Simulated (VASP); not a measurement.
# HfC (Fm-3m) in VASP: a series of runs

Aim: see how the results for HfC move with the level of theory and the settings. Levels: PBE-based global hybrid, LDA+U. Tasks: single point, relaxation of cell and atoms.

Everything below comes from runs of VASP 6.6.1. Logs are shortened: lines on timing, memory, paths and dates and some standing lists are left out, and cuts for length are marked.

## Step 1: The cell of the first run

Symmetry: Fm-3m, No. 225, cubic system. The conventional cell has a = 4.650 Å, b = 4.650 Å, c = 4.650 Å, α = 90.00°, β = 90.00°, γ = 90.00°. Hf (site symmetry m-3m) has 6 C at 2.33 Å within 3.1 Å. C (site symmetry m-3m) has 6 Hf at 2.33 Å within 3.1 Å.

## Step 2: Single point, PBE-based global hybrid

The input, POSCAR:

```
HfC
1.0
    0.0000000000      2.3250000000      2.3250000000
    2.3250000000      0.0000000000      2.3250000000
    2.3250000000      2.3250000000      0.0000000000
Hf C
1 1
Direct
    0.5000000000      0.5000000000      0.5000000000
    0.0000000000      0.0000000000      0.0000000000
```

The input, INCAR.step1:

```
SYSTEM = HfC
PREC = Accurate ; ENCUT = 520
EDIFF = 1E-5 ; ISMEAR = -1
SIGMA = 0.05 ; LREAL = .FALSE.
LASPH = .TRUE. ; NELM = 100
ALGO = Normal ; ISIF = 2
LWAVE = .TRUE. ; LCHARG = .FALSE.
GGA = PE ; NBANDS = 14
```

The input, INCAR.step2:

```
SYSTEM = HfC
PREC = Accurate ; ENCUT = 520
EDIFF = 1E-6 ; ISMEAR = -1
SIGMA = 0.05 ; LREAL = .FALSE.
LASPH = .TRUE. ; NELM = 100
ALGO = Normal ; ISIF = 2
LWAVE = .FALSE. ; LCHARG = .FALSE.
GGA = PE ; LHFCALC = .TRUE.
AEXX = 0.15 ; PRECFOCK = Normal
ISTART = 1 ; NBANDS = 14
```

The input, KPOINTS:

```
regular mesh
0
G
  6 6 6
  0 0 0
```

Potentials or basis: VASP PAW PBE potentials, release 64 (Hf_pv, C).

Launch:

```console
cat potpaw_PBE.64/Hf_pv/POTCAR potpaw_PBE.64/C/POTCAR > POTCAR
cp INCAR.step1 INCAR
mpirun -np 1 vasp_std > vasp.out
cp INCAR.step2 INCAR
mpirun -np 1 vasp_std > vasp.out
```

OUTCAR:

```text
SYSTEM = HfC
   PREC = Accurate
   ENCUT = 520
   EDIFF = 1E-6
   ISMEAR = -1
   LREAL = .FALSE.
   LASPH = .TRUE.
   NELM = 100
   ISIF = 2
   GGA = PE
   LHFCALC = .TRUE.
   AEXX = 0.15
   PRECFOCK = Normal
   ISTART = 1

 ion  position               nearest neighbor table
   1  0.500  0.500  0.500-   2 2.33   2 2.33   2 2.33   2 2.33   2 2.33   2 2.33
   2  0.000  0.000  0.000-   1 2.33   1 2.33   1 2.33   1 2.33   1 2.33   1 2.33

  LATTYP: Found a face centered cubic cell.
 ALAT       =     4.6500000000

  Lattice vectors:

 A1 = (   0.0000000000,   2.3250000000,   2.3250000000)
 A2 = (   2.3250000000,   0.0000000000,   2.3250000000)
 A3 = (   2.3250000000,   2.3250000000,   0.0000000000)

Analysis of symmetry for initial positions (statically):
=====================================================================
 Subroutine PRICEL returns:
 Original cell was already a primitive cell.

 Routine SETGRP: Setting up the symmetry group for a
 face centered cubic supercell.

 Subroutine GETGRP returns: Found 48 space group operations
 (whereof 48 operations were pure point group operations)
 out of a pool of 48 trial point group operations.

The static configuration has the point symmetry O_h .

Analysis of symmetry for dynamics (positions and initial velocities):
=====================================================================
 Subroutine PRICEL returns:
 Original cell was already a primitive cell.

 Routine SETGRP: Setting up the symmetry group for a
 face centered cubic supercell.

 Subroutine GETGRP returns: Found 48 space group operations
 (whereof 48 operations were pure point group operations)
 out of a pool of 48 trial point group operations.

The dynamic configuration has the point symmetry O_h .

 Subroutine INISYM returns: Found 48 space group operations
 (whereof 48 operations are pure point group operations),
 and found     1 'primitive' translations

----------------------------------------------------------------------------------------

                                     Primitive cell

  volume of cell :      25.1362

  direct lattice vectors                    reciprocal lattice vectors
     0.000000000  2.325000000  2.325000000    -0.215053763  0.215053763  0.215053763
     2.325000000  0.000000000  2.325000000     0.215053763 -0.215053763  0.215053763
     2.325000000  2.325000000  0.000000000     0.215053763  0.215053763 -0.215053763

  length of vectors
     3.288046533  3.288046533  3.288046533     0.372484045  0.372484045  0.372484045

  position of ions in fractional coordinates (direct lattice)
     0.500000000  0.500000000  0.500000000
     0.000000000  0.000000000  0.000000000

  ion indices of the primitive-cell ions
   primitive index   ion index
                 1           1
                 2           2

----------------------------------------------------------------------------------------

 KPOINTS: regular mesh

Automatic generation of k-mesh.
 Grid dimensions read from file:
 generate k-points for:    6    6    6

 Generating k-lattice:

  Cartesian coordinates                     Fractional coordinates (reciprocal lattice)
    -0.035842294  0.035842294  0.035842294     0.166666667  0.000000000  0.000000000
     0.035842294 -0.035842294  0.035842294     0.000000000  0.166666667  0.000000000
     0.035842294  0.035842294 -0.035842294     0.000000000  0.000000000  0.166666667

  Length of vectors
     0.062080674  0.062080674  0.062080674

  Shift w.r.t. Gamma in fractional coordinates (k-lattice)
     0.000000000  0.000000000  0.000000000

 Subroutine IBZKPT returns following result:
 ===========================================

 Found     16 irreducible k-points:

 Following reciprocal coordinates:
            Coordinates               Weight
  0.000000  0.000000  0.000000      1.000000
  0.166667  0.000000  0.000000      8.000000
  0.333333  0.000000  0.000000      8.000000
  0.500000  0.000000  0.000000      4.000000
  0.166667  0.166667  0.000000      6.000000
  0.333333  0.166667  0.000000     24.000000
[... 43 lines left out ...]
 cond. band min:       5.7656481516   @ k =   0.5000   0.5000   0.0000
 fundamental gap:      0.4197307507
 Fermi energy:         5.5741282285

 k-point     1 :       0.0000    0.0000    0.0000
  band No.  band energies     occupation
      1     -25.3086      2.00000
      2     -25.3086      2.00000
      3     -25.3086      2.00000
      4      -7.7439      2.00000
      5       6.9962      0.00000
      6       6.9962      0.00000
      7       6.9962      0.00000
      8       7.7468      0.00000
      9       7.7468      0.00000
     10       7.7468      0.00000
     11       9.7400      0.00000
     12       9.7400      0.00000
     13      13.4714      0.00000
     14      17.5450      0.00000

 k-point     2 :       0.1667    0.0000    0.0000
  band No.  band energies     occupation
      1     -25.5012      2.00000
      2     -25.3262      2.00000
      3     -25.3262      2.00000
      4      -7.0300      2.00000
      5       3.9189      2.00000
      6       4.6888      2.00000
      7       4.6888      2.00000
      8       8.6637      0.00000
      9       8.6637      0.00000
     10       8.9265      0.00000
     11      12.3000      0.00000
     12      12.3000      0.00000
     13      14.8580      0.00000
     14      19.3691      0.00000

 k-point     3 :       0.3333    0.0000    0.0000
  band No.  band energies     occupation
      1     -25.8664      2.00000
      2     -25.3610      2.00000
      3     -25.3610      2.00000
      4      -5.2634      2.00000
      5       0.7631      2.00000
      6       2.9049      2.00000
      7       2.9049      2.00000
      8      10.1582      0.00000
      9      10.5550      0.00000
     10      10.5550      0.00000
     11      15.7128      0.00000
     12      15.9956      0.00000
     13      15.9956      0.00000
     14      20.7126      0.00000
[... 188 lines left out ...]
 k-point    15 :      -0.3333    0.3333    0.1667
  band No.  band energies     occupation
      1     -25.8604      2.00000
      2     -25.6650      2.00000
      3     -25.4901      2.00000
      4      -4.6849      2.00000
      5       0.9229      2.00000
      6       2.5469      2.00000
      7       3.0027      2.00000
      8      10.2241      0.00000
      9      10.2792      0.00000
     10      13.0353      0.00000
     11      15.0841      0.00000
     12      15.3611      0.00000
     13      18.9321      0.00000
     14      20.1892      0.00000

 k-point    16 :      -0.3333    0.5000    0.1667
  band No.  band energies     occupation
      1     -25.8555      2.00000
      2     -25.6579      2.00000
      3     -25.5667      2.00000
      4      -5.1717      2.00000
      5       2.5118      2.00000
      6       2.8327      2.00000
      7       2.9845      2.00000
      8       8.3298      0.00000
      9      11.8758      0.00000
     10      13.3183      0.00000
     11      13.4234      0.00000
     12      15.1381      0.00000
     13      18.3980      0.00000
     14      19.9963      0.00000

------------------------ aborting loop because EDIFF is reached ----------------------------------------

  FORCE on cell =-STRESS in cart. coord.  units (eV):
  Direction    XX          YY          ZZ          XY          YZ          ZX
  --------------------------------------------------------------------------------------
  -------------------------------------------------------------------------------------
  Total       -0.4779236     -0.4779236     -0.4779236      0.0000000      0.0000000     -0.0000000
  in kB      -30.4628285    -30.4628285    -30.4628285      0.0000000      0.0000000     -0.0000000
  external PRESSURE =     -30.4628285 kB  Pullay stress =       0.0000000 kB

 VOLUME and BASIS-vectors are now :
 -----------------------------------------------------------------------------
  energy-cutoff  :      520.00
  volume of cell :       25.14
      direct lattice vectors                 reciprocal lattice vectors
     0.000000000  2.325000000  2.325000000    -0.215053763  0.215053763  0.215053763
     2.325000000  0.000000000  2.325000000     0.215053763 -0.215053763  0.215053763
     2.325000000  2.325000000  0.000000000     0.215053763  0.215053763 -0.215053763

 POSITION                                       TOTAL-FORCE (eV/Angst)
 -----------------------------------------------------------------------------------
      2.32500      2.32500      2.32500         0.000000     -0.000000     -0.000000
      0.00000      0.00000      0.00000        -0.000000      0.000000      0.000000
 -----------------------------------------------------------------------------------
    total drift:                                0.000000      0.000000      0.000000

  FREE ENERGIE OF THE ION-ELECTRON SYSTEM (eV)
  ---------------------------------------------------
  free  energy   TOTEN  =       -23.7302682057 eV

  energy  without entropy=      -23.7296479454  energy(sigma->0) =      -23.72995808
```

Run time: 19 min. Hardware: 1 thread of Intel Xeon 6975P-C, shared host; peak memory 0.16 GiB.

What came out:

| Item | Value |
| --- | --- |
| Free energy | -23.7303 eV |
| Pressure | -3.0 GPa |
| Band gap on the k mesh | zero (band 7 reaches 7.00 eV, above the bottom of band 8 at 5.17 eV) |

Levels at points of the mesh, in eV from the Fermi level:
```tsv
k point	band 4	band 5	band 6	band 7	band 8	band 9	band 10	band 11
(0.00, 0.00, 0.00)	-13.32	1.42	1.42	1.42	2.17	2.17	2.17	4.17
(0.50, 0.00, 0.00)	-9.35	-6.67	-3.29	-3.29	6.38	6.38	6.90	7.41
(0.50, 0.50, 0.00)	-11.31	-2.97	-1.66	0.19	0.19	6.20	7.84	7.84
```

Caveat: the k points lie up to 0.39 Å⁻¹ apart; the PAW data sets were made with another functional, which shifts forces and pressure a little; spin-orbit coupling is left out, which moves the levels of the heavy elements.

## Step 3: Relaxation of cell and atoms, LDA+U

The input, INCAR:

```
SYSTEM = HfC
  PREC = Accurate
  ENCUT = 600
  EDIFF = 1E-6
  ISMEAR = -1
  SIGMA = 0.05
  LREAL = .FALSE.
  LASPH = .TRUE.
  NELM = 150
  ALGO = Normal
  ISIF = 3
  LWAVE = .FALSE.
  LCHARG = .FALSE.
  LMAXMIX = 4
  LDAU = .TRUE.
  LDAUTYPE = 2
  LDAUL = 2 -1
  LDAUU = 4 0
  LDAUJ = 0 0
  LDAUPRINT = 1
  GGA = CA
  IBRION = 2
  NSW = 60
  EDIFFG = -0.01
```

The input, KPOINTS:

```
regular mesh
0
G
  10 10 10
  0 0 0
```

POSCAR is that of step 2.

Potentials or basis: VASP PAW LDA potentials, release 64 (Hf_pv, C).

Launch:

```console
cat potpaw_LDA.64/Hf_pv/POTCAR potpaw_LDA.64/C/POTCAR > POTCAR
mpirun -np 1 vasp_std > vasp.out
```

It took 48 s on 1 thread of Intel Xeon Platinum 8259CL at 2.50GHz (Skylake/Cascade Lake), shared host; peak memory 0.16 GiB.

The run converged. Its results:

```yaml
Free_energy: -20.1588 eV
Relaxed_volume: 12.70 Å³/atom
Relaxed_cell: a = 3.300 Å, b = 3.300 Å, c = 3.300 Å, α = 60.00°, β = 60.00°, γ = 60.00°
Space_group_after_relaxing_to_0.05_Å: Fm-3m (No. 225)
Energy_gained_by_relaxing: 1.1 meV/atom
Ionic_steps: 3
Pressure_after_relaxing: 0.0 GPa
Band_gap_on_the_k_mesh: zero (band 7 reaches 7.14 eV, above the bottom of band 8 at 5.79 eV)
```

Step by step:
| step | energy change (eV) | largest force (eV/Å) | pressure (GPa) | volume (Å³) |
| --- | --- | --- | --- | --- |
| 1 | 0.0000 | 0.0000 | 2.61 | 25.14 |
| 2 | 0.0047 | 0.0000 | -4.43 | 25.89 |
| 3 | -0.0021 | 0.0000 | 0.00 | 25.40 |

Final structure:
```xyz
2
Lattice="0.0000 2.3332 2.3332 2.3332 0.0000 2.3332 2.3332 2.3332 0.0000" Properties=species:S:1:pos:R:3 pbc="T T T"
Hf    2.3332    2.3332    2.3332
C     0.0000    0.0000    0.0000
```

Levels at points of the mesh, in eV from the Fermi level:
| k point | band 4 | band 5 | band 6 | band 7 | band 8 | band 9 | band 10 | band 11 |
| --- | --- | --- | --- | --- | --- | --- | --- | --- |
| (0.00, 0.00, 0.00) | -12.45 | 0.81 | 0.81 | 0.81 | 1.73 | 1.73 | 1.73 | 3.47 |
| (0.50, 0.00, 0.00) | -8.59 | -6.29 | -2.91 | -2.91 | 5.70 | 5.70 | 5.93 | 6.06 |
| (0.50, 0.50, 0.00) | -10.26 | -2.91 | -1.52 | -0.33 | -0.33 | 5.40 | 7.19 | 7.19 |

Eigenvalues of the final occupation matrices:
```csv
site,spin,trace,eigenvalues
site 1 d,1,0.78,0.11 0.11 0.11 0.23 0.23
site 1 d,2,0.78,0.11 0.11 0.11 0.23 0.23
```

Caveat: spin-orbit coupling is left out, which moves the levels of the heavy elements; U without spin polarisation on a metal has little footing; the U is typed as a test and isn't derived for this compound.

## Step 4: Relaxation of cell and atoms, LDA+U

The input, INCAR:

```
PREC = Accurate ; ENCUT = 600
EDIFF = 1E-6 ; ISMEAR = -1
SIGMA = 0.05 ; LREAL = False
LASPH = True ; NELM = 150
ALGO = Normal ; ISIF = 3
LWAVE = False ; LCHARG = False
LMAXMIX = 4 ; LDAU = True
LDAUTYPE = 2 ; LDAUL = 2 -1
LDAUU = 5 0 ; LDAUJ = 0 0
LDAUPRINT = 1 ; GGA = CA
IBRION = 2 ; NSW = 60
EDIFFG = -0.01
```

The input, KPOINTS:

```
Automatic mesh
0
Gamma
  10 10 10
```

POSCAR is that of step 3.

Launch:

```console
cat potpaw_LDA.64/Hf_pv/POTCAR potpaw_LDA.64/C/POTCAR > POTCAR
mpirun -np 1 vasp_std > vasp.out
```

Wall time 45 s (1 thread of Intel Xeon Platinum 8259CL at 2.50GHz (Skylake/Cascade Lake), shared host); peak memory 0.16 GiB.

It converged, with:

```
Free energy                            : -19.5323 eV
Relaxed volume                         : 12.89 Å³/atom
Relaxed cell                           : a = 3.316 Å, b = 3.316 Å, c = 3.316 Å, α = 60.00°, β = 60.00°, γ = 60.00°
Space group after relaxing (to 0.05 Å) : Fm-3m (No. 225)
Energy gained by relaxing              : 6.2 meV/atom
Ionic steps                            : 3
Pressure after relaxing                : 0.0 GPa
Band gap on the k mesh                 : zero (band 7 reaches 7.10 eV, above the bottom of band 8 at 5.78 eV)
```

Step by step:
```
step  energy change (eV)  largest force (eV/Å)  pressure (GPa)  volume (Å³)
   1              0.0000                0.0000            6.30        25.14
   2              0.0261                0.0000           -9.83        26.98
   3             -0.0124                0.0000           -0.04        25.78
```

Final structure:
```
Hf C
1.0
     0.00000    2.34480    2.34480
     2.34480    0.00000    2.34480
     2.34480    2.34480    0.00000
Hf C
1 1
Cartesian
  2.3448 2.3448 2.3448
  0.0000 0.0000 0.0000
```

Levels at points of the mesh, in eV from the Fermi level:
| k point | band 5 | band 6 | band 7 | band 8 | band 9 | band 10 |
| --- | --- | --- | --- | --- | --- | --- |
| (0.00, 0.00, 0.00) | 0.76 | 0.76 | 0.76 | 1.85 | 1.85 | 1.85 |
| (0.50, 0.00, 0.00) | -6.28 | -2.84 | -2.84 | 5.77 | 5.77 | 5.87 |
| (0.50, 0.50, 0.00) | -3.02 | -1.39 | -0.41 | -0.41 | 5.40 | 7.26 |

Eigenvalues of the final occupation matrices:
```csv
site,spin,trace,eigenvalues
site 1 d,1,0.74,0.10 0.10 0.10 0.22 0.22
site 1 d,2,0.74,0.10 0.10 0.10 0.22 0.22
```

Caveat: spin-orbit coupling is left out, which moves the levels of the heavy elements; U without spin polarisation on a metal has little footing; the U is typed as a test and isn't derived for this compound.

## Step 5: Relaxation of cell and atoms, LDA+U

The input, INCAR:

```
SYSTEM = HfC
PREC     = Accurate       ! precision mode
ENCUT    = 600            ! plane-wave cutoff, eV
EDIFF    = 1E-6           ! SCF threshold, eV
ISMEAR   = -1             ! smearing method
SIGMA    = 0.05           ! smearing width, eV
LREAL    = .FALSE.        ! projectors in reciprocal space
LASPH    = .TRUE.         ! aspherical terms in the spheres
NELM     = 150            ! most SCF steps
ALGO     = Normal         ! electronic algorithm
ISIF     = 3              ! what is computed and relaxed
LWAVE    = .FALSE.        ! write WAVECAR
LCHARG   = .FALSE.        ! write CHGCAR
LMAXMIX  = 4              ! l up to which the mixer works
LDAU     = .TRUE.         ! DFT+U
LDAUTYPE = 2            
LDAUL    = 2 -1           ! shell
LDAUU    = 6 0            ! U, eV
LDAUJ    = 0 0          
LDAUPRINT= 1            
GGA      = CA             ! functional
IBRION   = 2              ! ionic algorithm
NSW      = 60             ! ionic steps
EDIFFG   = -0.01          ! ionic threshold
```

The input, KPOINTS:

```
Automatic mesh
0
G
  10 10 10
  0 0 0
```

POSCAR is that of step 4.

Launch:

```console
cat potpaw_LDA.64/Hf_pv/POTCAR potpaw_LDA.64/C/POTCAR > POTCAR
mpirun -np 1 vasp_std > vasp.out
```

It took 67 s on 1 thread of Intel Xeon Platinum 8259CL at 2.50GHz (Skylake/Cascade Lake), shared host; peak memory 0.15 GiB.

The run converged. Its results:

- Free energy: -18.9289 eV
- Relaxed volume: 13.08 Å³/atom
- Relaxed cell: a = 3.332 Å, b = 3.332 Å, c = 3.332 Å, α = 60.00°, β = 60.00°, γ = 60.00°
- Space group after relaxing (to 0.05 Å): Fm-3m (No. 225)
- Energy gained by relaxing: 15.5 meV/atom
- Ionic steps: 4
- Pressure after relaxing: 0.0 GPa
- Band gap on the k mesh: zero (band 7 reaches 7.07 eV, above the bottom of band 8 at 5.81 eV)

The path:
```
step  energy change (eV)  largest force (eV/Å)  pressure (GPa)  volume (Å³)
   1              0.0000                0.0000           10.05        25.14
   2              0.0633                0.0000          -14.57        28.11
   3             -0.0310                0.0000           -0.18        26.18
   4             -0.0310                0.0000           -0.01        26.16
```

Final structure:
```yaml
crystal:
  lattice:
    - [0.00000, 2.35615, 2.35615]
    - [2.35615, 0.00000, 2.35615]
    - [2.35615, 2.35615, 0.00000]
  atoms:
    - { symbol: Hf, position: [0.50000, 0.50000, 0.50000] }
    - { symbol: C, position: [0.00000, 0.00000, 0.00000] }
```

Levels at points of the mesh, in eV from the Fermi level:
| k point | band 4 | band 5 | band 6 | band 7 | band 8 | band 9 | band 10 | band 11 |
| --- | --- | --- | --- | --- | --- | --- | --- | --- |
| (0.00, 0.00, 0.00) | -12.47 | 0.71 | 0.71 | 0.71 | 1.98 | 1.98 | 1.98 | 3.53 |
| (0.50, 0.00, 0.00) | -8.73 | -6.27 | -2.77 | -2.77 | 5.68 | 5.87 | 5.87 | 5.95 |
| (0.50, 0.50, 0.00) | -10.16 | -3.12 | -1.26 | -0.49 | -0.49 | 5.41 | 7.03 | 7.36 |

Eigenvalues of the final occupation matrices:
```csv
site,spin,trace,eigenvalues
site 1 d,1,0.71,0.09 0.09 0.09 0.22 0.22
site 1 d,2,0.71,0.09 0.09 0.09 0.22 0.22
```

Caveat: spin-orbit coupling is left out, which moves the levels of the heavy elements; U without spin polarisation on a metal has little footing; the U is typed as a test and isn't derived for this compound.

## Step 6: Overview

```csv
task,level,potentials or basis,U,cell,k mesh,cutoff (eV),grid for exact exchange (PRECFOCK),share of exact exchange,gap on the mesh (eV),pressure (GPa),relaxed volume (Å³/atom)
single point,PBE-based global hybrid,"VASP PAW PBE potentials, release 64 (Hf_pv, C)",-,as given,6 × 6 × 6,520,Normal,0.15,none,-3.0,-
relaxation of cell and atoms,LDA+U,"VASP PAW LDA potentials, release 64 (Hf_pv, C)",Hf d U = 4.0 eV,relaxed,10 × 10 × 10,600,-,-,none,0.0,12.70
relaxation of cell and atoms,LDA+U,"VASP PAW LDA potentials, release 64 (Hf_pv, C)",Hf d U = 5.0 eV,relaxed,10 × 10 × 10,600,-,-,none,0.0,12.89
relaxation of cell and atoms,LDA+U,"VASP PAW LDA potentials, release 64 (Hf_pv, C)",Hf d U = 6.0 eV,relaxed,10 × 10 × 10,600,-,-,none,0.0,13.08
```

Alike in all rows: no spin polarisation; smearing fermi-dirac 0.05 eV.

Caveats: some runs use coarse meshes; spin-orbit coupling is left out, which moves the levels of the heavy elements; U without spin polarisation on a metal has little footing (some runs); the U is typed as a test and isn't derived for this compound (some runs); the PAW data sets were made with another functional, which shifts forces and pressure a little (some runs).

Total energies depend on the potentials used, so only differences within one code and one set of settings carry meaning.
